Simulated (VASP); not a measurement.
Sb, 1 atom in the cell. The structure is tetragonal, space group I4/mmm (No. 139). The conventional cell has a = 3.132 Å, b = 3.132 Å, c = 5.387 Å, α = 90.00°, β = 90.00°, γ = 90.00°. Within 4.1 Å of Sb (site symmetry 4/mmm) lie 12 Sb at 3.13 to 3.49 Å. 

| Property | Result |
| --- | --- |
| Program | VASP 6.6.1 |
| Task | single point |
| Functional | PBE |
| Potentials or basis | VASP PAW PBE potentials, release 64 (Sb) |
| Cutoff | 520 eV |
| k mesh | 12 × 12 × 12 |
| Occupations | fermi-dirac, width 0.05 eV |
| Spin | no spin polarisation |
| Dipole correction | no |
| Further INCAR settings | ALGO = Normal; EDIFF = 1e-06; NBANDS = 8 |

Potentials or basis: VASP PAW PBE potentials, release 64 (Sb).

Run with:

```sh
$ cat potpaw_PBE.64/Sb/POTCAR > POTCAR
$ mpirun -np 1 vasp_std > vasp.out
```

Hardware: 1 thread of AMD EPYC 7R13 Processor (Zen 3), on a shared host.

Problem. Estimate the wall time of this run.

Solution. Wall time 20 s on 1 thread of AMD EPYC 7R13 Processor (Zen 3), on a shared host, peak memory 0.15 GiB. Counts: scf iterations 9, k points 163.
